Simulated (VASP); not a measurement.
# Br (Immm) in VASP: further runs

The runs below take Br through single point, with BLYP, PBE.

All numbers are computed with VASP 6.6.1; they aren't measurements. Logs are shortened: lines on timing, memory, paths and dates and some standing lists are left out, and cuts for length are marked.

## (1) The cell of the first run

It takes space group Immm (No. 71, orthorhombic). The conventional cell has a = 2.574 Å, b = 3.440 Å, c = 7.156 Å, α = 90.00°, β = 90.00°, γ = 90.00°. Br (site symmetry mmm) has 2 Br at 2.57 Å within 3.4 Å.

## (2) Single point, BLYP

Contents of INCAR:

```
SYSTEM = Br
PREC     = Accurate       ! precision mode
ENCUT    = 500            ! plane-wave cutoff, eV
EDIFF    = 1E-6           ! SCF threshold, eV
ISMEAR   = -4             ! smearing method
SIGMA    = 0.1            ! smearing width, eV
LREAL    = .FALSE.        ! projectors in reciprocal space
LASPH    = .TRUE.         ! aspherical terms in the spheres
NELM     = 120            ! most SCF steps
ALGO     = Normal         ! electronic algorithm
ISIF     = 2              ! what is computed and relaxed
LWAVE    = .FALSE.        ! write WAVECAR
LCHARG   = .FALSE.        ! write CHGCAR
GGA      = B5             ! functional
ALDAX    = 1.0          
AGGAX    = 1.0          
AGGAC    = 1.0          
ALDAC    = 0.0          
NBANDS   = 10             ! bands
GGA_COMPAT= .FALSE.
```

Contents of KPOINTS:

```
Automatic mesh
0
Gamma
  4 4 4
  0.5 0.5 0.5
```

Contents of POSCAR:

```
Br
1.0
   -1.2867684050      1.7199972000      3.5779911600
    1.2867684050     -1.7199972000      3.5779911600
    1.2867684050      1.7199972000     -3.5779911600
Br
1
Direct
    0.0000000000      0.0000000000      0.0000000000
```

Potentials or basis: VASP PAW PBE potentials, release 64 (Br).

Started as:

```
$ cat potpaw_PBE.64/Br/POTCAR > POTCAR
$ mpirun -np 1 vasp_std > vasp.out
```

OUTCAR:

```text
SYSTEM = Br
   PREC = Accurate
   ENCUT = 500
   EDIFF = 1E-6
   ISMEAR = -4
   LREAL = .FALSE.
   LASPH = .TRUE.
   NELM = 120
   ISIF = 2
   GGA = B5

 ion  position               nearest neighbor table
   1  0.000  0.000  0.000-

  LATTYP: Found a body centered orthorhombic cell.
 ALAT       =     2.5735368100
 B/A-ratio  =     1.3366796957
 C/A-ratio  =     2.7806022794

  Lattice vectors:

 A1 = (  -1.2867684050,   1.7199972000,   3.5779911600)
 A2 = (   1.2867684050,  -1.7199972000,   3.5779911600)
 A3 = (   1.2867684050,   1.7199972000,  -3.5779911600)

Analysis of symmetry for initial positions (statically):
=====================================================================
 Subroutine PRICEL returns:
 Original cell was already a primitive cell.

 Routine SETGRP: Setting up the symmetry group for a
 body centered orthorhombic supercell.

 Subroutine GETGRP returns: Found  8 space group operations
 (whereof  8 operations were pure point group operations)
 out of a pool of  8 trial point group operations.

The static configuration has the point symmetry D_2h.

Analysis of symmetry for dynamics (positions and initial velocities):
=====================================================================
 Subroutine PRICEL returns:
 Original cell was already a primitive cell.

 Routine SETGRP: Setting up the symmetry group for a
 body centered orthorhombic supercell.

 Subroutine GETGRP returns: Found  8 space group operations
 (whereof  8 operations were pure point group operations)
 out of a pool of  8 trial point group operations.

The dynamic configuration has the point symmetry D_2h.

 Subroutine INISYM returns: Found  8 space group operations
 (whereof  8 operations are pure point group operations),
 and found     1 'primitive' translations

----------------------------------------------------------------------------------------

                                     Primitive cell

  volume of cell :      31.6758

  direct lattice vectors                    reciprocal lattice vectors
    -1.286768405  1.719997200  3.577991160     0.000000000  0.290698148  0.139743218
     1.286768405 -1.719997200  3.577991160     0.388570312  0.000000000  0.139743218
     1.286768405  1.719997200 -3.577991160     0.388570312  0.290698148  0.000000000

  length of vectors
     4.173270185  4.173270185  4.173270185     0.322542370  0.412934685  0.485275489

  position of ions in fractional coordinates (direct lattice)
     0.000000000  0.000000000  0.000000000

  ion indices of the primitive-cell ions
   primitive index   ion index
                 1           1

----------------------------------------------------------------------------------------

 KPOINTS: Automatic mesh

Automatic generation of k-mesh.
 Grid dimensions read from file:
 generate k-points for:    4    4    4

 Generating k-lattice:

  Cartesian coordinates                     Fractional coordinates (reciprocal lattice)
     0.000000000  0.072674537  0.034935805     0.250000000  0.000000000  0.000000000
     0.097142578  0.000000000  0.034935805     0.000000000  0.250000000 -0.000000000
     0.097142578  0.072674537  0.000000000     0.000000000 -0.000000000  0.250000000

  Length of vectors
     0.080635592  0.103233671  0.121318872

  Shift w.r.t. Gamma in fractional coordinates (k-lattice)
     0.500000000  0.500000000  0.500000000

 TETIRR: Found    155 inequivalent tetrahedra from      384

 Subroutine IBZKPT returns following result:
 ===========================================

 Found     17 irreducible k-points:

 Following reciprocal coordinates:
            Coordinates               Weight
  0.125000  0.125000  0.125000      8.000000
  0.375000  0.125000  0.125000      4.000000
 -0.125000  0.125000  0.125000      2.000000
  0.125000  0.375000  0.125000      4.000000
  0.375000  0.375000  0.125000      4.000000
 -0.375000  0.375000  0.125000      4.000000
[... 9 lines left out ...]
  0.375000 -0.375000  0.375000      2.000000
 -0.375000 -0.375000  0.375000      2.000000
   k-points           NKPTS =     17   k-points in BZ     NKDIM =     17   number of bands    NBANDS=     10
   number of dos      NEDOS =    301   number of ions     NIONS =      1
   total plane-waves  NPLWV =  27000
   dimension x,y,z NGX =    30 NGY =   30 NGZ =   30
   dimension x,y,z NGXF=    60 NGYF=   60 NGZF=   60
   ions per type =               1
   NGX,Y,Z   is equivalent  to a cutoff of  11.95, 11.95, 11.95 a.u.
   NGXF,Y,Z  is equivalent  to a cutoff of  23.90, 23.90, 23.90 a.u.
 SYSTEM =  Br
   PREC   = accura    normal or accurate (medium, high low for compatibility)
   ISTART =      0    job   : 0-new  1-cont  2-samecut
   ICHARG =      2    charge: 1-file 2-atom 10-const
   ISPIN  =      1    spin polarized calculation?
   LNONCOLLINEAR =      F non collinear calculations
   LSORBIT =      F    spin-orbit coupling
   LASPH  =      T    aspherical Exc in radial PAW
   ENCUT  =  500.0 eV  36.75 Ry    6.06 a.u.   7.61  7.61  7.61*2*pi/ulx,y,z
   NELM   =    120;   NELMIN=  2; NELMDL= -5     # of ELM steps
   EDIFF  = 0.1E-05   stopping-criterion for ELM
   LREAL  =      F    real-space projection
   EDIFFG = 0.1E-04   stopping-criterion for IOM
   NSW    =      0    number of steps for IOM
   IBRION =     -1    ionic relax: 0-MD 1-quasi-New 2-CG
   NFREE  =      0    steps in history (QN), initial steepest desc. (CG)
   ISIF   =      2    stress and relaxation
   ISYM   =      2    0-nonsym 1-usesym 2-fastsym
   POTIM  = 0.5000    time-step for ionic-motion
   TEBEG  =    0.0;   TEEND  =   0.0 temperature during run
   PSTRESS=    0.0 pullay stress
   NELECT =       7.0000    total number of electrons
   NUPDOWN=      -1.0000    fix difference up-down
   EMIN   =  10.00;   EMAX   =-10.00  energy-range for DOS
   EFERMI =   0.00;   METHOD = LEGACY
   ISMEAR =    -4;   SIGMA  =   0.10  broadening in eV -4-tet -1-fermi 0-gaus
   EFERMI_NEDOS =   21; number of points for ismear=-14 and -15
   IALGO  =     38    algorithm
   IMIX   =      4    mixing-type and parameters
     AMIX     =   0.40;   BMIX     =  1.00
     AMIX_MAG =   1.60;   BMIX_MAG =  1.00
  volume/ion in A,a.u.               =      31.68       213.76
  Fermi-wavevector in a.u.,A,eV,Ry     =   0.989764  1.870383 13.328717  0.979633
  Thomas-Fermi vector in A             =   2.121386
   LORBIT       =      0    0 simple, 1 ext, 2 COOP (PROOUT), +10 PAW based schemes
   GGA     = B5    functional components
   LHFCALC =     F    Hartree Fock is set to
   AEXX    =    0.0000 exact exchange contribution
   IVDW    =     0    specifies the selected vdW correction
   LEPSILON=     F    determine dielectric tensor
   LRPA    =     F    only Hartree local field effects (RPA)
 non-spin polarized calculation
 Fermi weights with tetrahedron method witout Bloechl corrections
  energy-cutoff  :      500.00
  volume of cell :       31.68
 maximum number of plane-waves:       815
 NGX is ok and might be reduce to    30
   NGX = 15   NGY = 15   NGZ = 15

 number of electron       7.0000000 magnetization

 Free energy of the ion-electron system (eV)
  ---------------------------------------------------
  ext. energy  EPLUGINS =         0.00000000
  ---------------------------------------------------
  free energy    TOTEN  =        -0.73840162 eV

  energy without entropy =       -0.73840162  energy(sigma->0) =       -0.73840162

 E-fermi :   0.4362     XC(G=0):  -7.7827

 val. band max:        0.4589188322   @ k =   0.3750   0.3750   0.1250
 cond. band min:       0.1250010537   @ k =  -0.3750   0.3750   0.3750
 fundamental gap:     -0.3339177786
 Fermi energy:         0.4362353844

 k-point     1 :       0.1250    0.1250    0.1250
  band No.  band energies     occupation
      1     -13.8242      2.00000
      2      -1.3186      2.00000
      3      -0.8715      2.00000
      4      -0.5771      1.26256
      5       8.7478      0.00000
      6      11.1606      0.00000
      7      12.6564      0.00000
      8      13.9806      0.00000
      9      14.7768      0.00000
     10      20.6773      0.00000

 k-point     2 :       0.3750    0.1250    0.1250
  band No.  band energies     occupation
      1     -13.5834      2.00000
      2      -2.4870      2.00000
      3      -0.7485      2.00000
      4      -0.7429      1.38726
      5       8.4506      0.00000
      6      11.2865      0.00000
      7      13.0994      0.00000
      8      16.0788      0.00000
      9      17.2585      0.00000
     10      20.1648      0.00000

 k-point     3 :      -0.1250    0.1250    0.1250
  band No.  band energies     occupation
      1     -14.0441      2.00000
      2      -0.9977      2.00000
      3      -0.4836      2.00000
      4       0.3326      0.81813
      5       7.3738      0.00000
      6      11.1806      0.00000
      7      12.4465      0.00000
      8      13.8753      0.00000
      9      16.0671      0.00000
     10      16.7240      0.00000

 k-point     4 :       0.1250    0.3750    0.1250
  band No.  band energies     occupation
      1     -12.0535      2.00000
      2      -5.0956      2.00000
      3       0.1285      2.00000
      4       0.2729      1.69513
      5       8.8471      0.00000
      6       9.0650      0.00000
      7      13.1350      0.00000
      8      14.7502      0.00000
      9      15.8047      0.00000
     10      17.9571      0.00000
[... 131 lines left out ...]
 k-point    15 :      -0.3750    0.3750    0.3750
  band No.  band energies     occupation
      1     -13.8597      2.00000
      2      -2.1148      2.00000
      3      -1.1552      2.00000
      4       0.1250      0.98931
      5       9.3006      0.00000
      6      11.6363      0.00000
      7      16.0082      0.00000
      8      17.1365      0.00000
      9      17.5157      0.00000
     10      17.6576      0.00000

 k-point    16 :       0.3750   -0.3750    0.3750
  band No.  band energies     occupation
      1     -14.7781      2.00000
      2      -2.7854      2.00000
      3      -2.3187      2.00000
      4       4.6028      0.08529
      5      10.2585      0.00000
      6      10.8970      0.00000
      7      13.2889      0.00000
      8      15.1836      0.00000
      9      17.9468      0.00000
     10      19.9693      0.00000

 k-point    17 :      -0.3750   -0.3750    0.3750
  band No.  band energies     occupation
      1     -14.9634      2.00000
      2      -2.9875      2.00000
      3      -0.7298      2.00000
      4       4.5033      0.05812
      5       8.0390      0.00000
      6      10.9811      0.00000
      7      13.3700      0.00000
      8      15.3740      0.00000
      9      18.6126      0.00000
     10      20.7433      0.00000

------------------------ aborting loop because EDIFF is reached ----------------------------------------

  FORCE on cell =-STRESS in cart. coord.  units (eV):
  Direction    XX          YY          ZZ          XY          YZ          ZX
  --------------------------------------------------------------------------------------
  -------------------------------------------------------------------------------------
  Total        4.3487968      0.0019871      0.2003401      0.0000000      0.0000000      0.0000000
  in kB      219.9643551      0.1005066     10.1333039      0.0000000      0.0000000      0.0000000
  external PRESSURE =      76.7327219 kB  Pullay stress =       0.0000000 kB

 VOLUME and BASIS-vectors are now :
 -----------------------------------------------------------------------------
  energy-cutoff  :      500.00
  volume of cell :       31.68
      direct lattice vectors                 reciprocal lattice vectors
    -1.286768405  1.719997200  3.577991160     0.000000000  0.290698148  0.139743218
     1.286768405 -1.719997200  3.577991160     0.388570312  0.000000000  0.139743218
     1.286768405  1.719997200 -3.577991160     0.388570312  0.290698148  0.000000000

 POSITION                                       TOTAL-FORCE (eV/Angst)
 -----------------------------------------------------------------------------------
      0.00000      0.00000      0.00000         0.000000     -0.000000      0.000000
 -----------------------------------------------------------------------------------
    total drift:                                0.000000     -0.000000      0.000000

  FREE ENERGIE OF THE ION-ELECTRON SYSTEM (eV)
  ---------------------------------------------------
  free  energy   TOTEN  =        -0.7384016212 eV

  energy  without entropy=       -0.7384016212  energy(sigma->0) =       -0.73840162
```

Run time: 14 s. Hardware: 1 thread of Intel Xeon 6975P-C (Granite Rapids), shared host; peak memory 0.16 GiB.

Results:

```
Free energy : -0.7384 eV
Pressure    : 7.7 GPa
```

Levels at points of the mesh, in eV from the Fermi level:
| k point | band 1 | band 2 | band 3 | band 4 | band 5 | band 6 | band 7 | band 8 | band 9 |
| --- | --- | --- | --- | --- | --- | --- | --- | --- | --- |
| (0.12, 0.12, 0.12) | -14.26 | -1.75 | -1.31 | -1.01 | 8.31 | 10.72 | 12.22 | 13.54 | 14.34 |

Caveat: the k points lie up to 0.76 Å⁻¹ apart; the PAW data sets were made with another functional, which shifts forces and pressure a little; an odd number of electrons without spin polarisation forces a metal; a magnetic or distorted state may lie lower.

## (3) Single point, PBE

Contents of INCAR:

```
SYSTEM = Br
ALGO     = Normal         ! electronic algorithm
EDIFF    = 1E-6           ! SCF threshold, eV
ENCUT    = 500            ! plane-wave cutoff, eV
GGA      = PE             ! functional
GGA_COMPAT= .FALSE.      
ISIF     = 2              ! what is computed and relaxed
ISMEAR   = -1             ! smearing method
LASPH    = .TRUE.         ! aspherical terms in the spheres
LCHARG   = .FALSE.        ! write CHGCAR
LREAL    = .FALSE.        ! projectors in reciprocal space
LWAVE    = .FALSE.        ! write WAVECAR
NBANDS   = 10             ! bands
NELM     = 120            ! most SCF steps
PREC     = Accurate       ! precision mode
SIGMA    = 0.008617333262145177 ! smearing width, eV
```

Contents of KPOINTS:

```
k-points
0
G
  4 4 4
  0 0 0
```

POSCAR is that of step 2.

Potentials or basis: VASP PAW PBE potentials, release 64 (Br).

Started as:

```
$ cat potpaw_PBE.64/Br/POTCAR > POTCAR
$ mpirun -np 1 vasp_std > vasp.out
```

Wall time 5.8 s (1 thread of Intel Xeon 6975P-C (Granite Rapids), shared host); peak memory 0.16 GiB.

The run converged. Its results:

```yaml
Free_energy: -1.4503 eV
Pressure: 3.4 GPa
```

Stress tensor (GPa, compression positive):
```
11.85  0.00  0.00
 0.00 -2.85  0.00
 0.00  0.00  1.15
```

Levels at points of the mesh, in eV from the Fermi level:
| k point | band 1 | band 2 | band 3 | band 4 | band 5 | band 6 | band 7 |
| --- | --- | --- | --- | --- | --- | --- | --- |
| (0.00, 0.00, 0.00) | -15.28 | -1.58 | -0.69 | 4.61 | 5.74 | 9.66 | 12.38 |
| (0.50, 0.00, 0.00) | -14.80 | -3.74 | -1.92 | 4.77 | 6.79 | 12.80 | 13.74 |
| (0.00, 0.50, 0.00) | -12.37 | -5.36 | -0.16 | 1.22 | 7.90 | 12.14 | 12.40 |
| (0.50, 0.50, 0.00) | -12.02 | -4.96 | -1.06 | 0.20 | 7.10 | 8.95 | 13.96 |
| (0.50, 0.50, 0.50) | -15.07 | -3.48 | -0.94 | 4.50 | 7.69 | 11.78 | 12.97 |

Caveat: the k points lie up to 0.76 Å⁻¹ apart; an odd number of electrons without spin polarisation forces a metal; a magnetic or distorted state may lie lower.

## (4) Single point, PBE

Contents of INCAR:

```
  ALGO = Normal
  EDIFF = 1E-6
  ENCUT = 500
  GGA = PE
  GGA_COMPAT = False
  ISIF = 2
  ISMEAR = 1
  LASPH = True
  LCHARG = True
  LELF = True
  LREAL = False
  LVHAR = True
  LWAVE = False
  NBANDS = 10
  NELM = 120
  PREC = Accurate
  SIGMA = 0.4
```

Contents of KPOINTS:

```
k-points
0
Gamma
  4 4 4
```

POSCAR is that of step 3.

Started as:

```
$ cat potpaw_PBE.64/Br/POTCAR > POTCAR
$ mpirun -np 1 vasp_std > vasp.out
```

Wall time 6.3 s (1 thread of Intel Xeon 6975P-C (Granite Rapids), shared host); peak memory 0.16 GiB.

It converged, with:

```yaml
Free_energy: -1.4720 eV
Pressure: 3.6 GPa
```

Stress tensor (GPa, compression positive):
```
10.80  0.00  0.00
 0.00 -1.46  0.00
 0.00  0.00  1.36
```

Levels at points of the mesh, in eV from the Fermi level:
```csv
k point,band 1,band 2,band 3,band 4,band 5,band 6,band 7
"(0.00, 0.00, 0.00)",-15.34,-1.62,-0.78,4.55,5.68,9.58,12.32
"(0.50, 0.00, 0.00)",-14.86,-3.83,-1.97,4.71,6.74,12.74,13.68
"(0.00, 0.50, 0.00)",-12.44,-5.41,-0.20,1.13,7.85,12.06,12.32
"(0.50, 0.50, 0.00)",-12.08,-5.01,-1.15,0.16,7.02,8.90,13.90
"(0.50, 0.50, 0.50)",-15.13,-3.52,-1.02,4.44,7.61,11.73,12.91
```

Caveat: the k points lie up to 0.76 Å⁻¹ apart; an odd number of electrons without spin polarisation forces a metal; a magnetic or distorted state may lie lower.

## (5) Single point, PBE

Contents of INCAR:

```
SYSTEM = Br
PREC = Accurate
ENCUT = 500
EDIFF = 1E-6
ISMEAR = 1
SIGMA = 0.015
LREAL = .FALSE.
LASPH = .TRUE.
NELM = 120
ALGO = Normal
ISIF = 2
LWAVE = .FALSE.
LCHARG = .FALSE.
GGA = PE
NBANDS = 10
GGA_COMPAT = .FALSE.
```

Contents of KPOINTS:

```
Automatic mesh
0
G
  4 4 4
  0 0 0
```

POSCAR is that of step 4.

Started as:

```
$ cat potpaw_PBE.64/Br/POTCAR > POTCAR
$ mpirun -np 1 vasp_std > vasp.out
```

Run time: 6.6 s. Hardware: 1 thread of Intel Xeon 6975P-C (Granite Rapids), shared host; peak memory 0.15 GiB.

The run converged. Its results:

| Property | Result |
| --- | --- |
| Free energy | -1.4491 eV |
| Pressure | 3.4 GPa |

Stress tensor (GPa, compression positive):
```
11.63  0.00  0.00
 0.00 -2.58  0.00
 0.00  0.00  1.10
```

Levels at points of the mesh, in eV from the Fermi level:
| k point | band 1 | band 2 | band 3 | band 4 | band 5 | band 6 | band 7 | band 8 |
| --- | --- | --- | --- | --- | --- | --- | --- | --- |
| (0.00, 0.00, 0.00) | -15.28 | -1.58 | -0.68 | 4.62 | 5.74 | 9.67 | 12.38 | 13.57 |
| (0.50, 0.00, 0.00) | -14.79 | -3.73 | -1.92 | 4.77 | 6.80 | 12.81 | 13.75 | 15.29 |
| (0.00, 0.50, 0.00) | -12.37 | -5.35 | -0.16 | 1.22 | 7.90 | 12.15 | 12.41 | 13.13 |
| (0.50, 0.50, 0.00) | -12.01 | -4.95 | -1.05 | 0.20 | 7.11 | 8.95 | 13.96 | 14.94 |
| (0.50, 0.50, 0.50) | -15.07 | -3.48 | -0.93 | 4.51 | 7.70 | 11.78 | 12.97 | 16.31 |

Caveat: the k points lie up to 0.76 Å⁻¹ apart; an odd number of electrons without spin polarisation forces a metal; a magnetic or distorted state may lie lower.

## (6) Overview

| level | k mesh | smearing | gap on the mesh (eV) | pressure (GPa) |
| --- | --- | --- | --- | --- |
| BLYP | 4 × 4 × 4, shifted | tetrahedron | none | 7.7 |
| PBE | 4 × 4 × 4 | fermi-dirac 0.00861733 eV | none | 3.4 |
| PBE | 4 × 4 × 4 | methfessel-paxton 0.4 eV | none | 3.6 |
| PBE | 4 × 4 × 4 | methfessel-paxton 0.015 eV | none | 3.4 |

Alike in all rows: task single point; potentials or basis VASP PAW PBE potentials, release 64 (Br); no spin polarisation; cell as given; cutoff (eV) 500.

Caveats: all runs use coarse meshes; an odd number of electrons without spin polarisation forces a metal; a magnetic or distorted state may lie lower; the PAW data sets were made with another functional, which shifts forces and pressure a little (some runs).

Absolute energies hang on the potentials; compare differences alone.
